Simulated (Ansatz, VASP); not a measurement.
**H8PbN4: VASP beside Ansatz**

File INCAR:

```
SYSTEM = H8PbN4
PREC = Accurate
ENCUT = 520
EDIFF = 1E-7
ISMEAR = 0
SIGMA = 0.01
LREAL = .False.
LASPH = .True.
NELM = 60
ALGO = Normal
ISIF = 2
LWAVE = .False.
LCHARG = .False.
GGA = PE
NBANDS = 33
```

Contents of KPOINTS:

```
Automatic mesh
0
Gamma
  1 1 1
  0 0 0
```

POSCAR

```
H8PbN4
1.0
   14.0800000000      0.0000000000      0.0000000000
    0.0000000000     13.1400000000      0.0000000000
    0.0000000000      0.0000000000     13.9000000000
Pb N H
1 4 8
Direct
    0.4952045500      0.5040083700      0.4983151100
    0.4809410500      0.3959292200      0.6175115100
    0.4779360800      0.4181727500      0.3654884900
    0.6244517000      0.5958257200      0.4853618700
    0.3818110800      0.6137815800      0.5206719400
    0.4608558200      0.4378774700      0.6763503600
    0.5476981500      0.3699239000      0.6338244600
    0.4798643500      0.3424657500      0.3830611500
    0.5366519900      0.4313462700      0.3237410100
    0.6805497200      0.5511407900      0.5060395700
    0.6198764200      0.6512305900      0.5370964000
    0.3789353700      0.6578455100      0.4598597100
    0.3196022700      0.5732222200      0.5197906500
```

Input for Ansatz:

```yaml
crystal:
  lattice:
    - [14.08, 0.0, 0.0]
    - [0.0, 13.14, 0.0]
    - [0.0, 0.0, 13.9]
  atoms:
    - { symbol: Pb, position: [0.49520455, 0.50400837, 0.49831511] }
    - { symbol: "N", position: [0.48094105, 0.39592922, 0.61751151] }
    - { symbol: H, position: [0.46085582, 0.43787747, 0.67635036] }
    - { symbol: H, position: [0.54769815, 0.3699239, 0.63382446] }
    - { symbol: "N", position: [0.47793608, 0.41817275, 0.36548849] }
    - { symbol: H, position: [0.47986435, 0.34246575, 0.38306115] }
    - { symbol: H, position: [0.53665199, 0.43134627, 0.32374101] }
    - { symbol: "N", position: [0.6244517, 0.59582572, 0.48536187] }
    - { symbol: H, position: [0.68054972, 0.55114079, 0.50603957] }
    - { symbol: H, position: [0.61987642, 0.65123059, 0.5370964] }
    - { symbol: "N", position: [0.38181108, 0.61378158, 0.52067194] }
    - { symbol: H, position: [0.37893537, 0.65784551, 0.45985971] }
    - { symbol: H, position: [0.31960227, 0.57322222, 0.51979065] }
basis:
  ecutwfc: 420
  ecutrho_ratio: 4
kpoints:
  mp_grid: { grid: [1, 1, 1] }
hamiltonian:
  xc: pbe
scf:
  occupations: { method: gaussian, width: 0.01 }
output:
  forces: true
  eigenvalues: true
  populations: true
```

Alike in both runs: task single point; functional PBE; k mesh 1 × 1 × 1; occupations gaussian, width 0.01 eV; no spin polarisation.

```csv
,VASP,Ansatz
version,VASP 6.6.1,Ansatz 0.2.0
potentials or method,"VASP PAW PBE potentials, release 64 (Pb_d, N, H), cutoff 520 eV","scalar-relativistic, plane waves, PAW"
valence electrons in the cell,42,42
```

```tsv
	VASP	Ansatz	Ansatz less VASP
gap on the k mesh at the Fermi level (eV)	2.95	2.96	+0.012
rms of the force components (eV/Å)	0.043	0.048	+0.0048
```

Neither program's run includes spin-orbit coupling.
